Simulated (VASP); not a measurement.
# Pd: single point with PBE

Pd:

```
CELL_PARAMETERS angstrom
-1.57228 1.57228 1.57228
1.57228 -1.57228 1.57228
1.57228 1.57228 -1.57228
ATOMIC_POSITIONS crystal
Pd 0.00000 0.00000 0.00000
```

```yaml
Program: VASP 6.6.1
Task: single point
Functional: PBE
Potentials_or_basis: VASP PAW PBE potentials, release 64 (Pd)
Cutoff: 520 eV
k_mesh: 12 × 12 × 12
Occupations: gaussian, width 0.012 eV
Spin: no spin polarisation
Dipole_correction: no
Further_INCAR_settings: ALGO = Normal; EDIFF = 1e-06; NBANDS = 11
```

```json
{
  "Pressure": "-1.7 GPa",
  "Band gap on the k mesh": "zero (band 5 reaches 9.47 eV, above the bottom of band 6 at 7.92 eV)"
}
```

Levels at points of the mesh, in eV from the Fermi level:
| k point | band 2 | band 3 | band 4 | band 5 | band 6 | band 7 | band 8 | band 9 |
| --- | --- | --- | --- | --- | --- | --- | --- | --- |
| (0.00, 0.00, 0.00) | -2.69 | -2.69 | -2.69 | -0.85 | -0.85 | 19.31 | 19.31 | 19.31 |
| (0.50, 0.00, 0.00) | -3.80 | -0.92 | -0.64 | 0.59 | 1.54 | 7.57 | 15.06 | 17.40 |
| (0.50, 0.50, 0.50) | -4.79 | 0.23 | 0.23 | 0.23 | 9.10 | 9.10 | 9.10 | 16.95 |

Run time: 3.7 s on 1 thread of Intel(R) Xeon(R) 6975P-C (Granite Rapids) (shared host), peak memory 0.12 GiB.
